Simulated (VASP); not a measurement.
# GaSb (F-43m) in VASP: relaxation of cell and atoms with r2SCAN

Aim: the relaxation of cell and atoms of GaSb with r2SCAN.

Everything below comes from runs of VASP 6.6.1. Logs are shortened: lines on timing, memory, paths and dates and some standing lists are left out, and cuts for length are marked.

### Step 1. The cell of the first run

It takes space group F-43m (No. 216, cubic). The conventional cell has a = 6.118 Å, b = 6.118 Å, c = 6.118 Å, α = 90.00°, β = 90.00°, γ = 90.00°. Within 3.5 Å of Ga (site symmetry -43m) lie 4 Sb at 2.65 Å. Within 3.5 Å of Sb (site symmetry -43m) lie 4 Ga at 2.65 Å.

### Step 2. Relaxation of cell and atoms, r2SCAN

File POSCAR:

```
GaSb
1.0
    0.0000000000      3.0590000000      3.0590000000
    3.0590000000      0.0000000000      3.0590000000
    3.0590000000      3.0590000000      0.0000000000
Ga Sb
1 1
Direct
    0.0000000000      0.0000000000      0.0000000000
    0.7500000000      0.7500000000      0.7500000000
```

File INCAR.step1:

```
PREC = Accurate
ENCUT = 600
ISMEAR = -1
SIGMA = 0.1
LREAL = F
LASPH = T
NELM = 80
GGA = PE
ALGO = Normal
EDIFF = 1E-4
LWAVE = T
LCHARG = F
```

File INCAR.step2:

```
PREC = Accurate
ENCUT = 600
EDIFF = 1E-6
ISMEAR = -1
SIGMA = 0.1
LREAL = F
LASPH = T
NELM = 80
ALGO = Normal
ISIF = 3
LWAVE = F
LCHARG = F
METAGGA = R2SCAN
LMIXTAU = T
IBRION = 2
NSW = 100
EDIFFG = -0.002
ISTART = 1
```

File KPOINTS:

```
regular mesh
0
Gamma
  14 14 14
```

Potentials or basis: VASP PAW PBE potentials, release 64 (Ga_d, Sb).

The run is started by

```bash
$ cat potpaw_PBE.64/Ga_d/POTCAR potpaw_PBE.64/Sb/POTCAR > POTCAR
$ cp INCAR.step1 INCAR
$ mpirun -np 1 vasp_std > vasp.out
$ cp INCAR.step2 INCAR
$ mpirun -np 1 vasp_std > vasp.out
```

OUTCAR:

```text
PREC = Accurate
   ENCUT = 600
   EDIFF = 1E-6
   ISMEAR = -1
   LREAL = F
   LASPH = T
   NELM = 80
   ISIF = 3
   METAGGA = R2SCAN
   IBRION = 2
   NSW = 100
   EDIFFG = -0.002
   ISTART = 1

 ion  position               nearest neighbor table
   1  0.000  0.000  0.000-   2 2.65   2 2.65   2 2.65   2 2.65
   2  0.750  0.750  0.750-   1 2.65   1 2.65   1 2.65   1 2.65

  LATTYP: Found a face centered cubic cell.
 ALAT       =     6.1180000000

  Lattice vectors:

 A1 = (   0.0000000000,   3.0590000000,   3.0590000000)
 A2 = (   3.0590000000,   0.0000000000,   3.0590000000)
 A3 = (   3.0590000000,   3.0590000000,   0.0000000000)

Analysis of symmetry for initial positions (statically):
=====================================================================
 Subroutine PRICEL returns:
 Original cell was already a primitive cell.

 Routine SETGRP: Setting up the symmetry group for a
 face centered cubic supercell.

 Subroutine GETGRP returns: Found 24 space group operations
 (whereof 24 operations were pure point group operations)
 out of a pool of 48 trial point group operations.

The static configuration has the point symmetry T_d .

Analysis of symmetry for dynamics (positions and initial velocities):
=====================================================================
 Subroutine PRICEL returns:
 Original cell was already a primitive cell.

 Routine SETGRP: Setting up the symmetry group for a
 face centered cubic supercell.

 Subroutine GETGRP returns: Found 24 space group operations
 (whereof 24 operations were pure point group operations)
 out of a pool of 48 trial point group operations.

The dynamic configuration has the point symmetry T_d .

 Subroutine INISYM returns: Found 24 space group operations
 (whereof 24 operations are pure point group operations),
 and found     1 'primitive' translations

----------------------------------------------------------------------------------------

                                     Primitive cell

  volume of cell :      57.2491

  direct lattice vectors                    reciprocal lattice vectors
     0.000000000  3.059000000  3.059000000    -0.163452109  0.163452109  0.163452109
     3.059000000  0.000000000  3.059000000     0.163452109 -0.163452109  0.163452109
     3.059000000  3.059000000  0.000000000     0.163452109  0.163452109 -0.163452109

  length of vectors
     4.326079287  4.326079287  4.326079287     0.283107357  0.283107357  0.283107357

  position of ions in fractional coordinates (direct lattice)
     0.000000000  0.000000000  0.000000000
     0.750000000  0.750000000  0.750000000

  ion indices of the primitive-cell ions
   primitive index   ion index
                 1           1
                 2           2

----------------------------------------------------------------------------------------

 KPOINTS: regular mesh

Automatic generation of k-mesh.
 Grid dimensions read from file:
 generate k-points for:   14   14   14

 Generating k-lattice:

  Cartesian coordinates                     Fractional coordinates (reciprocal lattice)
    -0.011675151  0.011675151  0.011675151     0.071428571  0.000000000  0.000000000
     0.011675151 -0.011675151  0.011675151     0.000000000  0.071428571  0.000000000
     0.011675151  0.011675151 -0.011675151     0.000000000  0.000000000  0.071428571

  Length of vectors
     0.020221954  0.020221954  0.020221954

  Shift w.r.t. Gamma in fractional coordinates (k-lattice)
     0.000000000  0.000000000  0.000000000

 Subroutine IBZKPT returns following result:
 ===========================================

 Found    104 irreducible k-points:

 Following reciprocal coordinates:
            Coordinates               Weight
  0.000000  0.000000  0.000000      1.000000
  0.071429  0.000000  0.000000      8.000000
  0.142857  0.000000  0.000000      8.000000
  0.214286  0.000000  0.000000      8.000000
  0.285714  0.000000  0.000000      8.000000
  0.357143  0.000000  0.000000      8.000000
[... 16 lines left out ...]
  0.214286  0.142857  0.000000     24.000000
  0.285714  0.142857  0.000000     24.000000
 [... further k-points ...]
   k-points           NKPTS =    104   k-points in BZ     NKDIM =    104   number of bands    NBANDS=     13
   number of dos      NEDOS =    301   number of ions     NIONS =      2
   total plane-waves  NPLWV =  46656
   dimension x,y,z NGX =    36 NGY =   36 NGZ =   36
   dimension x,y,z NGXF=    72 NGYF=   72 NGZF=   72
   ions per type =               1   1
   NGX,Y,Z   is equivalent  to a cutoff of  13.83, 13.83, 13.83 a.u.
   NGXF,Y,Z  is equivalent  to a cutoff of  27.67, 27.67, 27.67 a.u.
 SYSTEM =  unknown system
   PREC   = accura    normal or accurate (medium, high low for compatibility)
   ISTART =      1    job   : 0-new  1-cont  2-samecut
   ICHARG =      0    charge: 1-file 2-atom 10-const
   ISPIN  =      1    spin polarized calculation?
   LNONCOLLINEAR =      F non collinear calculations
   LSORBIT =      F    spin-orbit coupling
   LASPH  =      T    aspherical Exc in radial PAW
   ENCUT  =  600.0 eV  44.10 Ry    6.64 a.u.   8.64  8.64  8.64*2*pi/ulx,y,z
   NELM   =     80;   NELMIN=  2; NELMDL=  0     # of ELM steps
   EDIFF  = 0.1E-05   stopping-criterion for ELM
   LREAL  =      F    real-space projection
   EDIFFG = -.2E-02   stopping-criterion for IOM
   NSW    =    100    number of steps for IOM
   IBRION =      2    ionic relax: 0-MD 1-quasi-New 2-CG
   NFREE  =      1    steps in history (QN), initial steepest desc. (CG)
   ISIF   =      3    stress and relaxation
   ISYM   =      2    0-nonsym 1-usesym 2-fastsym
   POTIM  = 0.5000    time-step for ionic-motion
   TEBEG  =    0.0;   TEEND  =   0.0 temperature during run
   PSTRESS=    0.0 pullay stress
   NELECT =      18.0000    total number of electrons
   NUPDOWN=      -1.0000    fix difference up-down
   EMIN   =  10.00;   EMAX   =-10.00  energy-range for DOS
   EFERMI =   0.00;   METHOD = LEGACY
   ISMEAR =    -1;   SIGMA  =   0.10  broadening in eV -4-tet -1-fermi 0-gaus
   EFERMI_NEDOS =   21; number of points for ismear=-14 and -15
   IALGO  =     38    algorithm
   IMIX   =      4    mixing-type and parameters
     AMIX     =   0.40;   BMIX     =  1.00
     AMIX_MAG =   1.60;   BMIX_MAG =  1.00
  volume/ion in A,a.u.               =      28.62       193.17
  Fermi-wavevector in a.u.,A,eV,Ry     =   1.113208  2.103657 16.860766  1.239231
  Thomas-Fermi vector in A             =   2.249790
   LORBIT       =      0    0 simple, 1 ext, 2 COOP (PROOUT), +10 PAW based schemes
   METAGGA = R2SCAN    functional components
   LHFCALC =     F    Hartree Fock is set to
   AEXX    =    0.0000 exact exchange contribution
   IVDW    =     0    specifies the selected vdW correction
   LEPSILON=     F    determine dielectric tensor
   LRPA    =     F    only Hartree local field effects (RPA)
 conjugate gradient relaxation of ions
 non-spin polarized calculation
  energy-cutoff  :      600.00
  volume of cell :       57.25
 maximum number of plane-waves:      1932
   NGX = 17   NGY = 17   NGZ = 17

--------------------------------------- Ionic step        1  -------------------------------------------

 number of electron      18.0000006 magnetization

 Free energy of the ion-electron system (eV)
  ---------------------------------------------------
  ext. energy  EPLUGINS =         0.00000000
  ---------------------------------------------------
  free energy    TOTEN  =       -37.60669113 eV

  energy without entropy =      -37.60624299  energy(sigma->0) =      -37.60646706

------------------------ aborting loop because EDIFF is reached ----------------------------------------

  FORCE on cell =-STRESS in cart. coord.  units (eV):
  Direction    XX          YY          ZZ          XY          YZ          ZX
  --------------------------------------------------------------------------------------
  -------------------------------------------------------------------------------------
  Total        0.1615188      0.1615188      0.1615188      0.0000000     -0.0000000     -0.0000000
  in kB        4.5202777      4.5202777      4.5202777      0.0000000     -0.0000000     -0.0000000
  external PRESSURE =       4.5202777 kB  Pullay stress =       0.0000000 kB
[... 57 lines left out ...]
  energy  without entropy=      -37.6067003104  energy(sigma->0) =      -37.60695913

--------------------------------------- Ionic step        3  -------------------------------------------

 number of electron      18.0000003 magnetization

 E-fermi :   4.9177     XC(G=0):  -9.6844

 val. band max:        4.6004474299   @ k =   0.0000   0.0000   0.0000
 cond. band min:       4.9881101813   @ k =   0.0000   0.0000   0.0000
 fundamental gap:      0.3876627514
 Fermi energy:         4.9176817221

 k-point     1 :       0.0000    0.0000    0.0000
  band No.  band energies     occupation
      1     -10.8798      2.00000
      2     -10.8798      2.00000
      3     -10.8798      2.00000
      4     -10.8243      2.00000
      5     -10.8243      2.00000
      6      -7.2733      2.00000
      7       4.6004      1.91959
      8       4.6004      1.91956
      9       4.6004      1.91956
     10       4.9881      0.66173
     11       7.5842      0.00000
     12       7.5842      0.00000
     13       7.5842      0.00000
[... 401 lines left out ...]
  energy  without entropy=      -37.6068428723  energy(sigma->0) =      -37.60709085

--------------------------------------- Ionic step        4  -------------------------------------------

 number of electron      18.0000003 magnetization

 Free energy of the ion-electron system (eV)
  ---------------------------------------------------
  ext. energy  EPLUGINS =         0.00000000
  ---------------------------------------------------
  free energy    TOTEN  =       -37.60733677 eV

  energy without entropy =      -37.60683887  energy(sigma->0) =      -37.60708782

 E-fermi :   4.9140     XC(G=0):  -9.6831

 val. band max:        4.5973511799   @ k =   0.0000   0.0000   0.0000
 cond. band min:       4.9826742820   @ k =   0.0000   0.0000   0.0000
 fundamental gap:      0.3853231021
 Fermi energy:         4.9140120652

 k-point     1 :       0.0000    0.0000    0.0000
  band No.  band energies     occupation
      1     -10.8824      2.00000
      2     -10.8824      2.00000
      3     -10.8824      2.00000
      4     -10.8270      2.00000
      5     -10.8270      2.00000
      6      -7.2742      2.00000
      7       4.5973      1.91914
      8       4.5974      1.91912
      9       4.5974      1.91912
     10       4.9827      0.66957
     11       7.5812      0.00000
     12       7.5813      0.00000
     13       7.5813      0.00000
[... 397 lines left out ...]
  FREE ENERGIE OF THE ION-ELECTRON SYSTEM (eV)
  ---------------------------------------------------
  free  energy   TOTEN  =       -37.6073367728 eV

  energy  without entropy=      -37.6068388702  energy(sigma->0) =      -37.60708782

 reached required accuracy - stopping structural energy minimisation
```

Run time: 34 min. Hardware: 1 thread of AMD EPYC 7R13, shared host; peak memory 0.27 GiB.

Results:

```yaml
Free_energy: -37.6073 eV
Relaxed_volume: 28.87 Å³/atom
Relaxed_cell: a = 4.338 Å, b = 4.338 Å, c = 4.338 Å, α = 60.00°, β = 60.00°, γ = 60.00°
Space_group_after_relaxing_to_0.1_Å: F-43m (No. 216)
Energy_gained_by_relaxing: 0.3 meV/atom
Ionic_steps: 4
Pressure_after_relaxing: 0.0 GPa
Band_gap_on_the_k_mesh: 0.39 eV
```

Step by step:
```tsv
step	energy change (eV)	largest force (eV/Å)	pressure (GPa)	volume (Å³)
1	0.0000	0.0000	0.45	57.25
2	-0.0005	0.0000	-0.16	57.92
3	-0.0006	0.0000	0.01	57.72
4	-0.0006	0.0000	0.01	57.73
```

Final structure:
```
Ga Sb
1.0
     0.00000    3.06762    3.06762
     3.06762    0.00000    3.06762
     3.06762    3.06762    0.00000
Ga Sb
1 1
Direct
  0.00000 0.00000 0.00000
  0.75000 0.75000 0.75000
```

Caveat: the PAW data sets were made with another functional, which shifts forces and pressure a little; spin-orbit coupling is left out, which moves the levels of the heavy elements. A k mesh can miss the band edges.
